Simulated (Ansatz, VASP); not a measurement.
# Rh: VASP beside Ansatz

The input INCAR:

```
SYSTEM = Rh
ALGO = Normal
EDIFF = 1E-6
ENCUT = 520
GGA = PE
ISIF = 2
ISMEAR = -1
LASPH = .TRUE.
LCHARG = .TRUE.
LELF = .TRUE.
LREAL = .FALSE.
LVHAR = .TRUE.
LWAVE = .FALSE.
NBANDS = 14
NELM = 80
PREC = Accurate
SIGMA = 0.1
```

Contents of KPOINTS:

```
k-points
0
G
  17 17 15
  0 0 0
```

The input POSCAR:

```
Rh
1.0
    2.3328760865      0.0000000000      0.0000000000
   -1.1664380432      2.0203299548      0.0000000000
    0.0000000000      0.0000000000      2.2148519904
Rh
1
Direct
    0.0000000000      0.0000000000      0.0000000000
```

Input for Ansatz:

```yaml
crystal:
  lattice:
    - [2.3328760865, 0.0, 0.0]
    - [-1.1664380432, 2.0203299548, 0.0]
    - [0.0, 0.0, 2.2148519904]
  atoms:
    - { symbol: Rh, position: [0.0, 0.0, 0.0] }
kpoints:
  mp_grid: { grid: [17, 17, 15] }
scf:
  occupations: { method: fermi_dirac, width: 0.1 }
hamiltonian:
  xc: pbe
  pseudopotentials: { kind: all_electron, lapw: { basis_error: 0.001 } }
output:
  forces: true
  stress: true
  eigenvalues: true
  populations: true
```

Change from the starting cell: volume scaled by 0.68, LAPW.

Alike in both runs: task single point; functional PBE; k mesh 17 × 17 × 15; occupations fermi-dirac, width 0.1 eV; no spin polarisation.

|  | VASP | Ansatz |
| --- | --- | --- |
| version | VASP 6.6.1 | Ansatz 0.2.0 |
| potentials or method | VASP PAW PBE potentials, release 64 (Rh_pv), cutoff 520 eV | all-electron LAPW, scalar-relativistic |

Ansatz gave:

```
pressure (GPa)                                                : 208.4
traceless stress, the component that is largest in VASP (GPa) : -0.07
```

Q: Which values does VASP return?

A: Pressure (GPa): 210.1; traceless stress, the component that is largest in VASP (GPa): 0.30.

Both programs put the cell under a high pressure, so it lies far from rest at this level. Ansatz ran all-electron here, and VASP with PAW potentials.

Noted on VASP's run: the cell as given lies far from equilibrium.
